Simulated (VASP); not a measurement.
Hg:

```xyz
1
Lattice="-1.8767 1.8767 1.9168 1.8767 -1.8767 1.9168 1.8767 1.8767 -1.9168" Properties=species:S:1:pos:R:3 pbc="T T T"
Hg    0.0000    0.0000    1.9168
```

* Program: VASP 6.6.1
* Task: relaxation of cell and atoms
* Functional: PBE
* Dispersion: D3(BJ)
* Potentials or basis: VASP PAW PBE potentials, release 64 (Hg)
* Cutoff: 600 eV
* k mesh: 16 × 16 × 16
* Occupations: gaussian, width 0.1 eV
* Spin: no spin polarisation

At the start: pressure -1.0 GPa; volume 27.01 Å³/atom.

Q: How do energy, volume and symmetry change on relaxing?

A: Over 13 steps the energy falls by 5.9 meV/atom and the volume is 25.76 Å³/atom (-4.6 %); space group I4/mmm (No. 139, to 0.05 Å).

The path:
```csv
step,energy change (eV),largest force (eV/Å),pressure (GPa),volume (Å³)
1,0.0000,0.0000,-0.98,27.01
2,-0.0033,0.0000,-0.57,26.36
3,-0.0047,0.0000,-0.01,25.66
4,-0.0047,0.0000,0.00,25.63
5,-0.0047,0.0000,0.09,25.56
6,-0.0047,0.0000,0.05,25.60
7,-0.0048,0.0000,0.08,25.61
8,-0.0050,0.0000,0.14,25.62
9,-0.0054,0.0000,0.12,25.64
10,-0.0058,0.0000,0.10,25.67
11,-0.0058,0.0000,0.09,25.66
12,-0.0057,0.0000,-0.21,25.97
13,-0.0059,0.0000,0.00,25.76
```

Final structure:
```cif
data_structure
_symmetry_space_group_name_H-M 'P 1'
_symmetry_Int_Tables_number 1
_cell_length_a 3.2267
_cell_length_b 3.2267
_cell_length_c 3.2267
_cell_angle_alpha 111.577
_cell_angle_beta 111.577
_cell_angle_gamma 105.338
_cell_volume 25.76
loop_
_atom_site_label
_atom_site_type_symbol
_atom_site_fract_x
_atom_site_fract_y
_atom_site_fract_z
_atom_site_occupancy
Hg1 Hg 0.50000 0.50000 0.00000 1
```

Caveat: pairwise dispersion overbinds metals, which lowers pressure and volume.
